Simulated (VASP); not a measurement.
# As (R-3m) in VASP: a series of runs

Runs on As. Level: LDA. Tasks: electric field gradients.

Program: VASP 6.6.1. These are calculated values, not measurements. Logs are shortened: lines on timing, memory, paths and dates and some standing lists are left out, and cuts for length are marked.

## 1. The cell of the first run

It takes space group R-3m (No. 166, trigonal). Conventional cell: a = 3.759 Å, b = 3.759 Å, c = 10.457 Å, α = 90.00°, β = 90.00°, γ = 120.00°. Within 3.3 Å of As (site symmetry 3m) lie 6 As at 2.52 to 3.10 Å.

## 2. Electric field gradients, LDA

INCAR

```
SYSTEM = As
PREC     = Accurate       ! precision mode
ENCUT    = 520            ! plane-wave cutoff, eV
EDIFF    = 1E-8           ! SCF threshold, eV
ISMEAR   = -1             ! smearing method
SIGMA    = 0.05           ! smearing width, eV
LREAL    = .False.        ! projectors in reciprocal space
LASPH    = .True.         ! aspherical terms in the spheres
NELM     = 120            ! most SCF steps
ALGO     = Normal         ! electronic algorithm
ISIF     = 2              ! what is computed and relaxed
LWAVE    = .False.        ! write WAVECAR
LCHARG   = .False.        ! write CHGCAR
LEFG     = .True.       
NBANDS   = 22             ! bands
GGA_COMPAT= .False.
```

KPOINTS

```
Automatic mesh
0
Gamma
  13 13 13
  0 0 0
```

POSCAR

```
As
1.0
    1.8797494575      1.0852738553      3.4857700000
   -1.8797494575      1.0852738553      3.4857700000
    0.0000000000     -2.1705477106      3.4857700000
As
2
Direct
    0.2275400000      0.2275400000      0.2275400000
    0.7724600000      0.7724600000      0.7724600000
```

Potentials or basis: VASP PAW LDA potentials, release 64 (As_d).

Started as:

```
$ cat potpaw_LDA.64/As_d/POTCAR > POTCAR
$ mpirun -np 1 vasp_std > vasp.out
```

OUTCAR:

```text
SYSTEM = As
   PREC = Accurate
   ENCUT = 520
   EDIFF = 1E-8
   ISMEAR = -1
   LREAL = .False.
   LASPH = .True.
   NELM = 120
   ISIF = 2

 ion  position               nearest neighbor table
   1  0.228  0.228  0.228-   2 2.52   2 2.52   2 2.52
   2  0.772  0.772  0.772-   1 2.52   1 2.52   1 2.52

  LATTYP: Found a trigonal (rhomboedric) cell.
 ALAT       =     4.1063207202
 COS(alpha) =     0.5808936906

  Lattice vectors:

 A1 = (   1.8797494575,   1.0852738553,   3.4857700000)
 A2 = (  -1.8797494575,   1.0852738553,   3.4857700000)
 A3 = (   0.0000000000,  -2.1705477106,   3.4857700000)

Analysis of symmetry for initial positions (statically):
=====================================================================
 Subroutine PRICEL returns:
 Original cell was already a primitive cell.

 Routine SETGRP: Setting up the symmetry group for a
 trigonal (rhombohedral) supercell.

 Subroutine GETGRP returns: Found 12 space group operations
 (whereof 12 operations were pure point group operations)
 out of a pool of 12 trial point group operations.

The static configuration has the point symmetry D_3d.

Analysis of symmetry for dynamics (positions and initial velocities):
=====================================================================
 Subroutine PRICEL returns:
 Original cell was already a primitive cell.

 Routine SETGRP: Setting up the symmetry group for a
 trigonal (rhombohedral) supercell.

 Subroutine GETGRP returns: Found 12 space group operations
 (whereof 12 operations were pure point group operations)
 out of a pool of 12 trial point group operations.

The dynamic configuration has the point symmetry D_3d.

 Subroutine INISYM returns: Found 12 space group operations
 (whereof 12 operations are pure point group operations),
 and found     1 'primitive' translations

----------------------------------------------------------------------------------------

                                     Primitive cell

  volume of cell :      42.6667

  direct lattice vectors                    reciprocal lattice vectors
     1.879749457  1.085273855  3.485770000     0.265992895  0.153571070  0.095626887
    -1.879749457  1.085273855  3.485770000    -0.265992895  0.153571070  0.095626887
     0.000000000 -2.170547711  3.485770000     0.000000000 -0.307142139  0.095626887

  length of vectors
     4.106320720  4.106320720  4.106320720     0.321684310  0.321684310  0.321684310

  position of ions in fractional coordinates (direct lattice)
     0.227540000  0.227540000  0.227540000
     0.772460000  0.772460000  0.772460000

  ion indices of the primitive-cell ions
   primitive index   ion index
                 1           1
                 2           2

----------------------------------------------------------------------------------------

 KPOINTS: Automatic mesh

Automatic generation of k-mesh.
 Grid dimensions read from file:
 generate k-points for:   13   13   13

 Generating k-lattice:

  Cartesian coordinates                     Fractional coordinates (reciprocal lattice)
     0.020460992  0.011813159  0.007355914     0.076923077  0.000000000 -0.000000000
    -0.020460992  0.011813159  0.007355914     0.000000000  0.076923077 -0.000000000
     0.000000000 -0.023626318  0.007355914    -0.000000000 -0.000000000  0.076923077

  Length of vectors
     0.024744947  0.024744947  0.024744947

  Shift w.r.t. Gamma in fractional coordinates (k-lattice)
     0.000000000  0.000000000  0.000000000

 Subroutine IBZKPT returns following result:
 ===========================================

 Found    231 irreducible k-points:

 Following reciprocal coordinates:
            Coordinates               Weight
  0.000000  0.000000  0.000000      1.000000
  0.076923  0.000000  0.000000      6.000000
  0.153846  0.000000  0.000000      6.000000
  0.230769  0.000000  0.000000      6.000000
  0.307692  0.000000  0.000000      6.000000
  0.384615  0.000000  0.000000      6.000000
[... 16 lines left out ...]
  0.384615  0.153846  0.000000     12.000000
  0.461538  0.153846  0.000000     12.000000
 [... further k-points ...]
   k-points           NKPTS =    231   k-points in BZ     NKDIM =    231   number of bands    NBANDS=     22
   number of dos      NEDOS =    301   number of ions     NIONS =      2
   total plane-waves  NPLWV =  32768
   dimension x,y,z NGX =    32 NGY =   32 NGZ =   32
   dimension x,y,z NGXF=    64 NGYF=   64 NGZF=   64
   ions per type =               2
   NGX,Y,Z   is equivalent  to a cutoff of  12.96, 12.96, 12.96 a.u.
   NGXF,Y,Z  is equivalent  to a cutoff of  25.91, 25.91, 25.91 a.u.
 SYSTEM =  As
   PREC   = accura    normal or accurate (medium, high low for compatibility)
   ISTART =      0    job   : 0-new  1-cont  2-samecut
   ICHARG =      2    charge: 1-file 2-atom 10-const
   ISPIN  =      1    spin polarized calculation?
   LNONCOLLINEAR =      F non collinear calculations
   LSORBIT =      F    spin-orbit coupling
   LASPH  =      T    aspherical Exc in radial PAW
   ENCUT  =  520.0 eV  38.22 Ry    6.18 a.u.   7.64  7.64  7.64*2*pi/ulx,y,z
   NELM   =    120;   NELMIN=  2; NELMDL= -5     # of ELM steps
   EDIFF  = 0.1E-07   stopping-criterion for ELM
   LREAL  =      F    real-space projection
   EDIFFG = 0.1E-06   stopping-criterion for IOM
   NSW    =      0    number of steps for IOM
   IBRION =     -1    ionic relax: 0-MD 1-quasi-New 2-CG
   NFREE  =      0    steps in history (QN), initial steepest desc. (CG)
   ISIF   =      2    stress and relaxation
   ISYM   =      2    0-nonsym 1-usesym 2-fastsym
   POTIM  = 0.5000    time-step for ionic-motion
   TEBEG  =    0.0;   TEEND  =   0.0 temperature during run
   PSTRESS=    0.0 pullay stress
   NELECT =      30.0000    total number of electrons
   NUPDOWN=      -1.0000    fix difference up-down
   EMIN   =  10.00;   EMAX   =-10.00  energy-range for DOS
   EFERMI =   0.00;   METHOD = LEGACY
   ISMEAR =    -1;   SIGMA  =   0.05  broadening in eV -4-tet -1-fermi 0-gaus
   EFERMI_NEDOS =   21; number of points for ismear=-14 and -15
   IALGO  =     38    algorithm
   IMIX   =      4    mixing-type and parameters
     AMIX     =   0.40;   BMIX     =  1.00
     AMIX_MAG =   1.60;   BMIX_MAG =  1.00
  volume/ion in A,a.u.               =      21.33       143.96
  Fermi-wavevector in a.u.,A,eV,Ry     =   1.455746  2.750960 28.833402  2.119195
  Thomas-Fermi vector in A             =   2.572744
   LORBIT       =      0    0 simple, 1 ext, 2 COOP (PROOUT), +10 PAW based schemes
   GGA     = CA    functional components
   LHFCALC =     F    Hartree Fock is set to
   AEXX    =    0.0000 exact exchange contribution
   IVDW    =     0    specifies the selected vdW correction
   LEPSILON=     F    determine dielectric tensor
   LRPA    =     F    only Hartree local field effects (RPA)
 non-spin polarized calculation
  energy-cutoff  :      520.00
  volume of cell :       42.67
 maximum number of plane-waves:      1163
   NGX = 15   NGY = 15   NGZ = 15

 number of electron      30.0000001 magnetization

 Free energy of the ion-electron system (eV)
  ---------------------------------------------------
  ext. energy  EPLUGINS =         0.00000000
  ---------------------------------------------------
  free energy    TOTEN  =       -10.76592947 eV

  energy without entropy =      -10.76493768  energy(sigma->0) =      -10.76543357

 E-fermi :   3.8705     XC(G=0): -11.0385

 val. band max:        3.8339175180   @ k =   0.4615   0.0769   0.0769
 cond. band min:       3.9281069373   @ k =   0.3846   0.1538   0.1538
 fundamental gap:      0.0941894194
 Fermi energy:         3.8705249748

 k-point     1 :       0.0000    0.0000    0.0000
  band No.  band energies     occupation
      1     -32.5800      2.00000
      2     -32.5800      2.00000
      3     -32.5336      2.00000
      4     -32.5336      2.00000
      5     -32.5036      2.00000
      6     -32.4653      2.00000
[... 14 lines left out ...]
     21      11.0344      0.00000
     22      12.6672      0.00000

 k-point     2 :       0.0769    0.0000    0.0000
  band No.  band energies     occupation
      1     -32.5792      2.00000
      2     -32.5782      2.00000
      3     -32.5330      2.00000
      4     -32.5323      2.00000
      5     -32.5031      2.00000
      6     -32.4661      2.00000
[... 14 lines left out ...]
     21      10.6133      0.00000
     22      13.1669      0.00000

 k-point     3 :       0.1538    0.0000    0.0000
  band No.  band energies     occupation
      1     -32.5772      2.00000
      2     -32.5730      2.00000
      3     -32.5312      2.00000
      4     -32.5287      2.00000
      5     -32.5017      2.00000
      6     -32.4686      2.00000
[... 14 lines left out ...]
     21      10.7168      0.00000
     22      14.3246      0.00000

 k-point     4 :       0.2308    0.0000    0.0000
  band No.  band energies     occupation
      1     -32.5741      2.00000
      2     -32.5649      2.00000
      3     -32.5287      2.00000
      4     -32.5230      2.00000
      5     -32.4993      2.00000
      6     -32.4726      2.00000
[... 14 lines left out ...]
     21      11.3744      0.00000
     22      15.6944      0.00000

 k-point     5 :       0.3077    0.0000    0.0000
  band No.  band energies     occupation
      1     -32.5706      2.00000
      2     -32.5547      2.00000
      3     -32.5256      2.00000
      4     -32.5159      2.00000
      5     -32.4963      2.00000
      6     -32.4778      2.00000
[... 417 lines left out ...]
 k-point    22 :       0.3077    0.1538    0.0000
  band No.  band energies     occupation
      1     -32.5755      2.00000
      2     -32.5560      2.00000
      3     -32.5269      2.00000
      4     -32.5205      2.00000
      5     -32.4972      2.00000
      6     -32.4772      2.00000
[... 14 lines left out ...]
     21      13.0558      0.00000
     22      14.7672      0.00000

 k-point    23 :       0.3846    0.1538    0.0000
  band No.  band energies     occupation
      1     -32.5724      2.00000
      2     -32.5468      2.00000
      3     -32.5228      2.00000
      4     -32.5162      2.00000
      5     -32.4938      2.00000
      6     -32.4830      2.00000
[... 14 lines left out ...]
     21      14.3433      0.00000
     22      15.3325      0.00000

 k-point    24 :       0.4615    0.1538    0.0000
  band No.  band energies     occupation
      1     -32.5699      2.00000
      2     -32.5369      2.00000
      3     -32.5189      2.00000
      4     -32.5112      2.00000
      5     -32.4907      2.00000
      6     -32.4892      2.00000
[... 14 lines left out ...]
     21      14.0306      0.00000
     22      15.9523      0.00000

 [... further k-points ...]
[... 5 lines left out ...]
  --------------------------------------------------------------------------------------
  -------------------------------------------------------------------------------------
  Total       -0.2399423     -0.2399423     -0.5017133      0.0000000     -0.0000000      0.0000000
  in kB       -9.0100680     -9.0100680    -18.8398266      0.0000000     -0.0000000      0.0000000
  external PRESSURE =     -12.2866542 kB  Pullay stress =       0.0000000 kB

 VOLUME and BASIS-vectors are now :
 -----------------------------------------------------------------------------
  energy-cutoff  :      520.00
  volume of cell :       42.67
      direct lattice vectors                 reciprocal lattice vectors
     1.879749457  1.085273855  3.485770000     0.265992895  0.153571070  0.095626887
    -1.879749457  1.085273855  3.485770000    -0.265992895  0.153571070  0.095626887
     0.000000000 -2.170547711  3.485770000     0.000000000 -0.307142139  0.095626887

 POSITION                                       TOTAL-FORCE (eV/Angst)
 -----------------------------------------------------------------------------------
      0.00000      0.00000      2.37946         0.000000      0.000000      0.105131
      0.00000      0.00000      8.07785         0.000000     -0.000000     -0.105131
 -----------------------------------------------------------------------------------
    total drift:                               -0.000000      0.000000     -0.000000

  FREE ENERGIE OF THE ION-ELECTRON SYSTEM (eV)
  ---------------------------------------------------
  free  energy   TOTEN  =       -10.7659294671 eV

  energy  without entropy=      -10.7649376762  energy(sigma->0) =      -10.76543357

 Electric field gradients (V/A^2)
---------------------------------------------------------------------
 ion       V_xx      V_yy      V_zz      V_xy      V_xz      V_yz
---------------------------------------------------------------------
   1      23.405    23.405   -46.810    -0.000     0.000    -0.000
   2      23.405    23.405   -46.810    -0.000    -0.000    -0.000
---------------------------------------------------------------------

 Electric field gradients after diagonalization (V/A^2)
 (convention: |V_zz| > |V_xx| > |V_yy|)
----------------------------------------------------------------------
 ion       V_xx      V_yy      V_zz     asymmetry (V_yy - V_xx)/ V_zz
----------------------------------------------------------------------
   1      23.405    23.405   -46.810       0.000
   2      23.405    23.405   -46.810       0.000
----------------------------------------------------------------------

           NMR quadrupolar parameters

 Cq : quadrupolar parameter    Cq=e*Q*V_zz/h
 eta: asymmetry parameters     (V_yy - V_xx)/ V_zz
 Q  : nuclear electric quadrupole moment in mb (millibarn)
----------------------------------------------------------------------
 ion       Cq(MHz)       eta       Q (mb)
----------------------------------------------------------------------
   1      -0.113       0.000       1.000
   2      -0.113       0.000       1.000
----------------------------------------------------------------------
```

It took 1.7 min on 1 thread of AMD EPYC 9R45 (Zen 5), shared host; peak memory 0.24 GiB.

What came out:

```yaml
Free_energy: -10.7659 eV
Pressure: -1.2 GPa
Largest_force: 0.105 eV/Å
Band_gap_on_the_k_mesh: zero (bands 15 and 16 overlap by 0.36 eV)
Largest_electric_field_gradient_by_atom: As -46.8 V/Å²
```

Forces in eV/Å, atoms in the order of the input:
```
As   0.000  0.000  0.105
As   0.000  0.000 -0.105
```

Stress tensor (GPa, compression positive):
```
-0.90  0.00  0.00
 0.00 -0.90  0.00
 0.00  0.00 -1.88
```

Electric field gradients, principal values (V/Å²):
```csv
atom,least,middle,greatest (by size)
1 As,23.405,23.405,-46.810
2 As,23.405,23.405,-46.810
```

Caveat: without QUAD_EFG the Cq values of the log hold for a quadrupole moment of 1 mb, not for the nuclei.

## 3. Electric field gradients, LDA (21.12 Å³/atom)

This run uses another cell than the first one, of 21.12 Å³/atom.

INCAR

```
SYSTEM = As
PREC = Accurate ; ENCUT = 520
EDIFF = 1E-8 ; ISMEAR = -1
SIGMA = 0.05 ; LREAL = .FALSE.
LASPH = .TRUE. ; NELM = 120
ALGO = Normal ; ISIF = 2
LWAVE = .FALSE. ; LCHARG = .FALSE.
GGA = CA ; LEFG = .TRUE.
NBANDS = 22 ; GGA_COMPAT = .FALSE.
```

KPOINTS

```
regular mesh
0
G
  13 13 13
  0 0 0
```

POSCAR

```
As
1.0
    1.8734626231      1.0816441497      3.4741118193
   -1.8734626231      1.0816441497      3.4741118193
    0.0000000000     -2.1632882995      3.4741118193
As
2
Direct
    0.2275400000      0.2275400000      0.2275400000
    0.7724600000      0.7724600000      0.7724600000
```

Potentials or basis: VASP PAW LDA potentials, release 64 (As_d).

Started as:

```
$ cat potpaw_LDA.64/As_d/POTCAR > POTCAR
$ mpirun -np 1 vasp_std > vasp.out
```

OUTCAR:

```text
SYSTEM = As
   PREC = Accurate
   ENCUT = 520
   EDIFF = 1E-8
   ISMEAR = -1
   LREAL = .FALSE.
   LASPH = .TRUE.
   NELM = 120
   ISIF = 2
   GGA = CA

 ion  position               nearest neighbor table
   1  0.228  0.228  0.228-   2 2.51   2 2.51   2 2.51
   2  0.772  0.772  0.772-   1 2.51   1 2.51   1 2.51

  LATTYP: Found a trigonal (rhomboedric) cell.
 ALAT       =     4.0925871035
 COS(alpha) =     0.5808936906

  Lattice vectors:

 A1 = (   1.8734626231,   1.0816441497,   3.4741118193)
 A2 = (  -1.8734626231,   1.0816441497,   3.4741118193)
 A3 = (   0.0000000000,  -2.1632882995,   3.4741118193)

Analysis of symmetry for initial positions (statically):
=====================================================================
 Subroutine PRICEL returns:
 Original cell was already a primitive cell.

 Routine SETGRP: Setting up the symmetry group for a
 trigonal (rhombohedral) supercell.
[... 787 lines left out ...]
  energy-cutoff  :      520.00
  volume of cell :       42.24
      direct lattice vectors                 reciprocal lattice vectors
     1.873462623  1.081644150  3.474111819     0.266885495  0.154086413  0.095947785
    -1.873462623  1.081644150  3.474111819    -0.266885495  0.154086413  0.095947785
     0.000000000 -2.163288300  3.474111819     0.000000000 -0.308172825  0.095947785

 POSITION                                       TOTAL-FORCE (eV/Angst)
 -----------------------------------------------------------------------------------
      0.00000     -0.00000      2.37150         0.000000     -0.000000      0.171744
      0.00000     -0.00000      8.05084         0.000000      0.000000     -0.171744
 -----------------------------------------------------------------------------------
    total drift:                               -0.000000      0.000000     -0.000000

  FREE ENERGIE OF THE ION-ELECTRON SYSTEM (eV)
  ---------------------------------------------------
  free  energy   TOTEN  =       -10.7681300565 eV

  energy  without entropy=      -10.7671061265  energy(sigma->0) =      -10.76761809

 Electric field gradients (V/A^2)
---------------------------------------------------------------------
 ion       V_xx      V_yy      V_zz      V_xy      V_xz      V_yz
---------------------------------------------------------------------
   1      23.454    23.454   -46.908    -0.000     0.000     0.000
   2      23.454    23.454   -46.908     0.000     0.000     0.000
---------------------------------------------------------------------

 Electric field gradients after diagonalization (V/A^2)
 (convention: |V_zz| > |V_xx| > |V_yy|)
----------------------------------------------------------------------
 ion       V_xx      V_yy      V_zz     asymmetry (V_yy - V_xx)/ V_zz
----------------------------------------------------------------------
   1      23.454    23.454   -46.908       0.000
   2      23.454    23.454   -46.908       0.000
----------------------------------------------------------------------

           NMR quadrupolar parameters

 Cq : quadrupolar parameter    Cq=e*Q*V_zz/h
 eta: asymmetry parameters     (V_yy - V_xx)/ V_zz
 Q  : nuclear electric quadrupole moment in mb (millibarn)
----------------------------------------------------------------------
 ion       Cq(MHz)       eta       Q (mb)
----------------------------------------------------------------------
   1      -0.113       0.000       1.000
   2      -0.113       0.000       1.000
----------------------------------------------------------------------
```

It took 95 s on 1 thread of Intel Xeon 6975P-C (Granite Rapids), shared host; peak memory 0.27 GiB.

What came out:

```yaml
Free_energy: -10.7681 eV
Pressure: -0.4 GPa
Largest_force: 0.172 eV/Å
Band_gap_on_the_k_mesh: zero (bands 15 and 16 overlap by 0.36 eV)
Largest_electric_field_gradient_by_atom: As -46.9 V/Å²
```

Forces in eV/Å, atoms in the order of the input:
```
As   0.000  0.000  0.172
As   0.000  0.000 -0.172
```

Electric field gradients, principal values (V/Å²):
| atom | least | middle | greatest (by size) |
| --- | --- | --- | --- |
| 1 As | 23.454 | 23.454 | -46.908 |
| 2 As | 23.454 | 23.454 | -46.908 |

Caveat: without QUAD_EFG the Cq values of the log hold for a quadrupole moment of 1 mb, not for the nuclei.

[end of part 1 of 2]
